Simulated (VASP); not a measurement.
# Ge (Cmcm) in VASP: further runs, part 2 of 2

VASP 6.6.1. Earlier steps stand in the parts before.

**4. Single point, PBEsol**

This run uses another cell than the first one, of 17.52 Å³/atom.

Contents of INCAR:

```
PREC = Accurate ; ENCUT = 520
EDIFF = 1E-6 ; ISMEAR = 1
SIGMA = 0.15 ; LREAL = F
LASPH = T ; NELM = 100
ALGO = Normal ; ISIF = 2
LWAVE = F ; LCHARG = F
GGA = PS ; NBANDS = 21
```

Contents of KPOINTS:

```
regular mesh
0
Gamma
  11 11 6
```

Contents of POSCAR:

```
Ge
1.0
    1.4679417103     -2.5596223229      0.0000000000
    1.4679417103      2.5596223229      0.0000000000
    0.0000000000      0.0000000000      4.6637017351
Ge
2
Direct
    0.6665530000      0.3334470000      0.2500000000
    0.3334470000      0.6665530000      0.7500000000
```

Potentials or basis: VASP PAW PBE potentials, release 64 (Ge_d).

On the command line:

```console
cat potpaw_PBE.64/Ge_d/POTCAR > POTCAR
mpirun -np 1 vasp_std > vasp.out
```

OUTCAR:

```text
PREC = Accurate
   ENCUT = 520
   EDIFF = 1E-6
   ISMEAR = 1
   LREAL = F
   LASPH = T
   NELM = 100
   ISIF = 2
   GGA = PS

 ion  position               nearest neighbor table
   1  0.667  0.333  0.250-   2 2.88   2 2.88   2 2.88   2 2.88   2 2.89   2 2.89
   2  0.333  0.667  0.750-   1 2.88   1 2.88   1 2.88   1 2.88   1 2.89   1 2.89

  LATTYP: Found a base centered orthorhombic cell.
 ALAT       =     2.9358834206
 B/A-ratio  =     1.7436811727
 C/A-ratio  =     1.5885173445

  Lattice vectors:

 A1 = (   1.4679417103,  -2.5596223229,   0.0000000000)
 A2 = (   1.4679417103,   2.5596223229,   0.0000000000)
 A3 = (   0.0000000000,   0.0000000000,   4.6637017351)

Analysis of symmetry for initial positions (statically):
=====================================================================
 Subroutine PRICEL returns:
 Original cell was already a primitive cell.

 Routine SETGRP: Setting up the symmetry group for a
 base centered orthorhombic supercell.

 Subroutine GETGRP returns: Found  8 space group operations
 (whereof  4 operations were pure point group operations)
[... 163 lines left out ...]
  free energy    TOTEN  =        -9.29884635 eV

  energy without entropy =       -9.29877256  energy(sigma->0) =       -9.29882175

 E-fermi :   7.4869     XC(G=0): -11.8147

 val. band max:        7.4546394931   @ k =  -0.3636   0.1818   0.5000
 cond. band min:       7.4918790739   @ k =   0.4545   0.1818   0.5000
 fundamental gap:      0.0372395808
 Fermi energy:         7.4868590329

 k-point     1 :       0.0000    0.0000    0.0000
  band No.  band energies     occupation
      1     -17.2110      2.00000
      2     -17.2031      2.00000
      3     -17.1989      2.00000
      4     -17.1943      2.00000
      5     -17.1921      2.00000
      6     -17.1886      2.00000
[... 565 lines left out ...]
     20      20.8368      0.00000
     21      22.0130      0.00000

 [... further k-points ...]

------------------------ aborting loop because EDIFF is reached ----------------------------------------

  FORCE on cell =-STRESS in cart. coord.  units (eV):
  Direction    XX          YY          ZZ          XY          YZ          ZX
  --------------------------------------------------------------------------------------
  -------------------------------------------------------------------------------------
  Total        0.2209574      0.2944290      1.9370399      0.0000000     -0.0000000      0.0000000
  in kB       10.1012184     13.4600221     88.5530822      0.0000000     -0.0000000      0.0000000
  external PRESSURE =      37.3714409 kB  Pullay stress =       0.0000000 kB

 VOLUME and BASIS-vectors are now :
 -----------------------------------------------------------------------------
  energy-cutoff  :      520.00
  volume of cell :       35.05
      direct lattice vectors                 reciprocal lattice vectors
     1.467941710 -2.559622323  0.000000000     0.340612980 -0.195341319  0.000000000
     1.467941710  2.559622323  0.000000000     0.340612980  0.195341319  0.000000000
     0.000000000  0.000000000  4.663701735     0.000000000  0.000000000  0.214421946

 POSITION                                       TOTAL-FORCE (eV/Angst)
 -----------------------------------------------------------------------------------
      1.46794     -0.85263      1.16593         0.000000      0.006927      0.000000
      1.46794      0.85263      3.49778         0.000000     -0.006927     -0.000000
 -----------------------------------------------------------------------------------
    total drift:                               -0.000000     -0.000000     -0.000000

  FREE ENERGIE OF THE ION-ELECTRON SYSTEM (eV)
  ---------------------------------------------------
  free  energy   TOTEN  =        -9.2988463531 eV

  energy  without entropy=       -9.2987725563  energy(sigma->0) =       -9.29882175
```

OSZICAR:

```text
N       E                     dE             d eps       ncg     rms          rms(c)
DAV:   1     0.169159044861E+03    0.16916E+03   -0.14090E+04  7045   0.385E+03
DAV:   2     0.127732645357E+02   -0.15639E+03   -0.15127E+03  6118   0.575E+02
DAV:   3    -0.878803845286E+01   -0.21561E+02   -0.21351E+02  6809   0.129E+02
DAV:   4    -0.934048708548E+01   -0.55245E+00   -0.55196E+00  6843   0.237E+01
DAV:   5    -0.934829268719E+01   -0.78056E-02   -0.78054E-02  6848   0.304E+00    0.186E+00
DAV:   6    -0.931306053398E+01    0.35232E-01   -0.33235E-02  8330   0.315E+00    0.979E-01
DAV:   7    -0.929946404421E+01    0.13596E-01   -0.17217E-02  8313   0.183E+00    0.108E-01
DAV:   8    -0.929883781835E+01    0.62623E-03   -0.15003E-03  7224   0.716E-01    0.326E-02
DAV:   9    -0.929884493528E+01   -0.71169E-05   -0.35794E-05  6787   0.712E-02    0.818E-03
DAV:  10    -0.929884652883E+01   -0.15935E-05   -0.92442E-07  4866   0.920E-03    0.480E-04
DAV:  11    -0.929884635312E+01    0.17571E-06   -0.17521E-07  3984   0.557E-03
   1 F= -.92988464E+01 E0= -.92988218E+01  d E =-.737969E-04
```

It took 3.2 min on 1 thread of AMD EPYC 7R13, shared host; peak memory 0.18 GiB.

Results:

* Free energy: -9.2988 eV
* Pressure: 3.7 GPa
* Largest force: 0.007 eV/Å
* Band gap on the k mesh: zero (bands 14 and 15 overlap by 9.80 eV)

Forces on the atoms (eV/Å):
```
Ge   0.000  0.007  0.000
Ge   0.000 -0.007  0.000
```

Caveat: the stress differs along the axes, from 1 to 9 GPa; the PAW data sets were made with another functional, which shifts forces and pressure a little.

**5. Single point, PBEsol**

This run uses another cell than the first one, of 18.25 Å³/atom.

Contents of INCAR:

```
ALGO     = Normal         # electronic algorithm
EDIFF    = 1E-6           # SCF threshold, eV
ENCUT    = 520            # plane-wave cutoff, eV
GGA      = PS             # functional
ISIF     = 2              # what is computed and relaxed
ISMEAR   = 1              # smearing method
LASPH    = T              # aspherical terms in the spheres
LCHARG   = F              # write CHGCAR
LREAL    = F              # projectors in reciprocal space
LWAVE    = F              # write WAVECAR
NBANDS   = 21             # bands
NELM     = 100            # most SCF steps
PREC     = Accurate       # precision mode
SIGMA    = 0.15           # smearing width, eV
```

Contents of KPOINTS:

```
k-points
0
Gamma
  11 11 6
```

Contents of POSCAR:

```
Ge
1.0
    1.4880530000     -2.5946900000      0.0000000000
    1.4880530000      2.5946900000      0.0000000000
    0.0000000000      0.0000000000      4.7275960000
Ge
2
Direct
    0.6665530000      0.3334470000      0.2500000000
    0.3334470000      0.6665530000      0.7500000000
```

Potentials or basis: VASP PAW PBE potentials, release 64 (Ge_d).

On the command line:

```console
cat potpaw_PBE.64/Ge_d/POTCAR > POTCAR
mpirun -np 1 vasp_std > vasp.out
```

OUTCAR:

```text
EDIFF = 1E-6
   ENCUT = 520
   GGA = PS
   ISIF = 2
   ISMEAR = 1
   LASPH = T
   LREAL = F
   NELM = 100
   PREC = Accurate

 ion  position               nearest neighbor table
   1  0.667  0.333  0.250-
   2  0.333  0.667  0.750-

  LATTYP: Found a base centered orthorhombic cell.
 ALAT       =     2.9761060000
 B/A-ratio  =     1.7436811726
 C/A-ratio  =     1.5885173445

  Lattice vectors:

 A1 = (   1.4880530000,  -2.5946900000,   0.0000000000)
 A2 = (   1.4880530000,   2.5946900000,   0.0000000000)
 A3 = (   0.0000000000,   0.0000000000,   4.7275960000)

Analysis of symmetry for initial positions (statically):
=====================================================================
 Subroutine PRICEL returns:
 Original cell was already a primitive cell.

 Routine SETGRP: Setting up the symmetry group for a
 base centered orthorhombic supercell.

 Subroutine GETGRP returns: Found  8 space group operations
 (whereof  4 operations were pure point group operations)
 out of a pool of  8 trial point group operations.

The static configuration has the point symmetry C_2h.
 The point group associated with its full space group is D_2h.

Analysis of symmetry for dynamics (positions and initial velocities):
=====================================================================
 Subroutine PRICEL returns:
 Original cell was already a primitive cell.

 Routine SETGRP: Setting up the symmetry group for a
 base centered orthorhombic supercell.

 Subroutine GETGRP returns: Found  8 space group operations
 (whereof  4 operations were pure point group operations)
 out of a pool of  8 trial point group operations.

The dynamic configuration has the point symmetry C_2h.
 The point group associated with its full space group is D_2h.

 Subroutine INISYM returns: Found  8 space group operations
 (whereof  4 operations are pure point group operations),
 and found     1 'primitive' translations

----------------------------------------------------------------------------------------

                                     Primitive cell

  volume of cell :      36.5068

  direct lattice vectors                    reciprocal lattice vectors
     1.488053000 -2.594690000  0.000000000     0.336009537 -0.192701248  0.000000000
     1.488053000  2.594690000  0.000000000     0.336009537  0.192701248  0.000000000
     0.000000000  0.000000000  4.727596000     0.000000000  0.000000000  0.211523997

  length of vectors
     2.991106472  2.991106472  4.727596000     0.387345040  0.387345040  0.211523997

  position of ions in fractional coordinates (direct lattice)
     0.666553000  0.333447000  0.250000000
     0.333447000  0.666553000  0.750000000

  ion indices of the primitive-cell ions
   primitive index   ion index
                 1           1
                 2           2

----------------------------------------------------------------------------------------

 KPOINTS: k-points

Automatic generation of k-mesh.
 Grid dimensions read from file:
 generate k-points for:   11   11    6

 Generating k-lattice:

  Cartesian coordinates                     Fractional coordinates (reciprocal lattice)
     0.030546322 -0.017518295  0.000000000     0.090909091  0.000000000  0.000000000
     0.030546322  0.017518295  0.000000000     0.000000000  0.090909091  0.000000000
     0.000000000  0.000000000  0.035253999     0.000000000  0.000000000  0.166666667

  Length of vectors
     0.035213185  0.035213185  0.035253999

  Shift w.r.t. Gamma in fractional coordinates (k-lattice)
     0.000000000  0.000000000  0.000000000

 Subroutine IBZKPT returns following result:
 ===========================================

 Found    144 irreducible k-points:

 Following reciprocal coordinates:
            Coordinates               Weight
  0.000000  0.000000  0.000000      1.000000
  0.090909 -0.000000  0.000000      4.000000
  0.181818  0.000000  0.000000      4.000000
  0.272727  0.000000  0.000000      4.000000
  0.363636  0.000000  0.000000      4.000000
  0.454545  0.000000  0.000000      4.000000
[... 16 lines left out ...]
 -0.272727  0.181818  0.000000      4.000000
 -0.181818  0.181818  0.000000      2.000000
 [... further k-points ...]
   k-points           NKPTS =    144   k-points in BZ     NKDIM =    144   number of bands    NBANDS=     21
   number of dos      NEDOS =    301   number of ions     NIONS =      2
   total plane-waves  NPLWV =  20736
   dimension x,y,z NGX =    24 NGY =   24 NGZ =   36
   dimension x,y,z NGXF=    48 NGYF=   48 NGZF=   72
   ions per type =               2
   NGX,Y,Z   is equivalent  to a cutoff of  13.34, 13.34, 12.66 a.u.
   NGXF,Y,Z  is equivalent  to a cutoff of  26.68, 26.68, 25.32 a.u.
 SYSTEM =  unknown system
   PREC   = accura    normal or accurate (medium, high low for compatibility)
   ISTART =      0    job   : 0-new  1-cont  2-samecut
   ICHARG =      2    charge: 1-file 2-atom 10-const
   ISPIN  =      1    spin polarized calculation?
   LNONCOLLINEAR =      F non collinear calculations
   LSORBIT =      F    spin-orbit coupling
   LASPH  =      T    aspherical Exc in radial PAW
   ENCUT  =  520.0 eV  38.22 Ry    6.18 a.u.   5.56  5.56  8.79*2*pi/ulx,y,z
   NELM   =    100;   NELMIN=  2; NELMDL= -5     # of ELM steps
   EDIFF  = 0.1E-05   stopping-criterion for ELM
   LREAL  =      F    real-space projection
   EDIFFG = 0.1E-04   stopping-criterion for IOM
   NSW    =      0    number of steps for IOM
   IBRION =     -1    ionic relax: 0-MD 1-quasi-New 2-CG
   NFREE  =      0    steps in history (QN), initial steepest desc. (CG)
   ISIF   =      2    stress and relaxation
   ISYM   =      2    0-nonsym 1-usesym 2-fastsym
   POTIM  = 0.5000    time-step for ionic-motion
   TEBEG  =    0.0;   TEEND  =   0.0 temperature during run
   PSTRESS=    0.0 pullay stress
   NELECT =      28.0000    total number of electrons
   NUPDOWN=      -1.0000    fix difference up-down
   EMIN   =  10.00;   EMAX   =-10.00  energy-range for DOS
   EFERMI =   0.00;   METHOD = LEGACY
   ISMEAR =     1;   SIGMA  =   0.15  broadening in eV -4-tet -1-fermi 0-gaus
   EFERMI_NEDOS =   21; number of points for ismear=-14 and -15
   IALGO  =     38    algorithm
   IMIX   =      4    mixing-type and parameters
     AMIX     =   0.40;   BMIX     =  1.00
     AMIX_MAG =   1.60;   BMIX_MAG =  1.00
  volume/ion in A,a.u.               =      18.25       123.18
  Fermi-wavevector in a.u.,A,eV,Ry     =   1.498544  2.831837 30.553698  2.245633
  Thomas-Fermi vector in A             =   2.610289
   LORBIT       =      0    0 simple, 1 ext, 2 COOP (PROOUT), +10 PAW based schemes
   GGA     = PS    functional components
   LHFCALC =     F    Hartree Fock is set to
   AEXX    =    0.0000 exact exchange contribution
   IVDW    =     0    specifies the selected vdW correction
   LEPSILON=     F    determine dielectric tensor
   LRPA    =     F    only Hartree local field effects (RPA)
 non-spin polarized calculation
 Methfessel and Paxton  Order N= 1 SIGMA  =   0.15
  energy-cutoff  :      520.00
  volume of cell :       36.51
 maximum number of plane-waves:      1014
   NGX = 11   NGY = 11   NGZ = 17

 number of electron      28.0000012 magnetization

 Free energy of the ion-electron system (eV)
  ---------------------------------------------------
  ext. energy  EPLUGINS =         0.00000000
  ---------------------------------------------------
  free energy    TOTEN  =        -9.31772501 eV

  energy without entropy =       -9.31716186  energy(sigma->0) =       -9.31753729

 E-fermi :   7.0084     XC(G=0): -11.6052

 val. band max:        6.9693257606   @ k =   0.1818   0.1818   0.0000
 cond. band min:       7.0194404236   @ k =  -0.3636   0.2727   0.3333
 fundamental gap:      0.0501146631
 Fermi energy:         7.0083774637

 k-point     1 :       0.0000    0.0000    0.0000
  band No.  band energies     occupation
      1     -17.6493      2.00000
      2     -17.6466      2.00000
      3     -17.6430      2.00000
      4     -17.6377      2.00000
      5     -17.6359      2.00000
      6     -17.6341      2.00000
[... 13 lines left out ...]
     20      19.8244      0.00000
     21      21.0942      0.00000
[... 529 lines left out ...]
 k-point    24 :      -0.1818    0.1818    0.0000
  band No.  band energies     occupation
      1     -17.6712      2.00000
      2     -17.6443      2.00000
      3     -17.6301      2.00000
      4     -17.6273      2.00000
      5     -17.6244      2.00000
      6     -17.6177      2.00000
[... 13 lines left out ...]
     20      20.0893      0.00000
     21      21.2207      0.00000

 [... further k-points ...]

------------------------ aborting loop because EDIFF is reached ----------------------------------------

  FORCE on cell =-STRESS in cart. coord.  units (eV):
  Direction    XX          YY          ZZ          XY          YZ          ZX
  --------------------------------------------------------------------------------------
  -------------------------------------------------------------------------------------
  Total       -0.4766305     -0.3849772      1.1378825      0.0000000     -0.0000000      0.0000000
  in kB      -20.9179050    -16.8955109     49.9383012      0.0000000     -0.0000000      0.0000000
  external PRESSURE =       4.0416284 kB  Pullay stress =       0.0000000 kB

 VOLUME and BASIS-vectors are now :
 -----------------------------------------------------------------------------
  energy-cutoff  :      520.00
  volume of cell :       36.51
      direct lattice vectors                 reciprocal lattice vectors
     1.488053000 -2.594690000  0.000000000     0.336009537 -0.192701248  0.000000000
     1.488053000  2.594690000  0.000000000     0.336009537  0.192701248  0.000000000
     0.000000000  0.000000000  4.727596000     0.000000000  0.000000000  0.211523997

 POSITION                                       TOTAL-FORCE (eV/Angst)
 -----------------------------------------------------------------------------------
      1.48805     -0.86431      1.18190         0.000000      0.007550     -0.000000
      1.48805      0.86431      3.54570         0.000000     -0.007550      0.000000
 -----------------------------------------------------------------------------------
    total drift:                               -0.000000     -0.000000     -0.000000

  FREE ENERGIE OF THE ION-ELECTRON SYSTEM (eV)
  ---------------------------------------------------
  free  energy   TOTEN  =        -9.3177250087 eV

  energy  without entropy=       -9.3171618621  energy(sigma->0) =       -9.31753729
```

Wall time 3 min (1 thread of AMD EPYC 7R13, shared host); peak memory 0.19 GiB.

What came out:

| Quantity | Value |
| --- | --- |
| Free energy | -9.3177 eV |
| Pressure | 0.4 GPa |
| Largest force | 0.008 eV/Å |
| Band gap on the k mesh | zero (bands 14 and 15 overlap by 9.37 eV) |

Forces in eV/Å, atoms in the order of the input:
```
Ge   0.000  0.008  0.000
Ge   0.000 -0.008  0.000
```

Stress tensor (GPa, compression positive):
```
-2.09  0.00  0.00
 0.00 -1.69  0.00
 0.00  0.00  4.99
```

Levels at points of the mesh, in eV from the Fermi level:
```
           k point  band 10  band 11  band 12  band 13  band 14  band 15  band 16  band 17  band 18  band 19
(0.00, 0.00, 0.00)   -24.55   -13.46    -7.57    -5.62     6.51     6.63     8.59     8.71    10.02    11.32
(0.00, 0.00, 0.50)   -24.58   -11.78   -11.78     1.79     1.79     7.66     7.66     7.77     7.77    12.62
```

Caveat: the stress differs along the axes, from -2 to 5 GPa; the PAW data sets were made with another functional, which shifts forces and pressure a little.

**6. The runs side by side**

```csv
cell,gap on the mesh (eV),pressure (GPa),largest force (eV/Å)
"a = 2.866, b = 2.866, c = 4.530 Å, angles 90.0, 90.0, 120.3°, 2 atoms",none,13.1,0.01
"a = 2.909, b = 2.909, c = 4.598 Å, angles 90.0, 90.0, 120.3°, 2 atoms",none,8.0,0.01
"a = 2.951, b = 2.951, c = 4.664 Å, angles 90.0, 90.0, 120.3°, 2 atoms",none,3.7,0.01
"a = 2.991, b = 2.991, c = 4.728 Å, angles 90.0, 90.0, 120.3°, 2 atoms",none,0.4,0.01
```

Alike in all rows: task single point; level PBEsol; potentials or basis VASP PAW PBE potentials, release 64 (Ge_d); no spin polarisation; k mesh 11 × 11 × 6; cutoff (eV) 520; smearing methfessel-paxton 0.15 eV.

Caveats: the PAW data sets were made with another functional, which shifts forces and pressure a little; the stress differs along the axes, from 10 to 20 GPa (at least some runs); the stress differs along the axes, from 5 to 14 GPa (at least some runs); the stress differs along the axes, from 1 to 9 GPa (at least some runs); the stress differs along the axes, from -2 to 5 GPa (at least some runs).

Total energies depend on the potentials used, so only differences within one code and one set of settings carry meaning.

The gap in the log of VASP goes by the Fermi energy; the results here count the filled bands.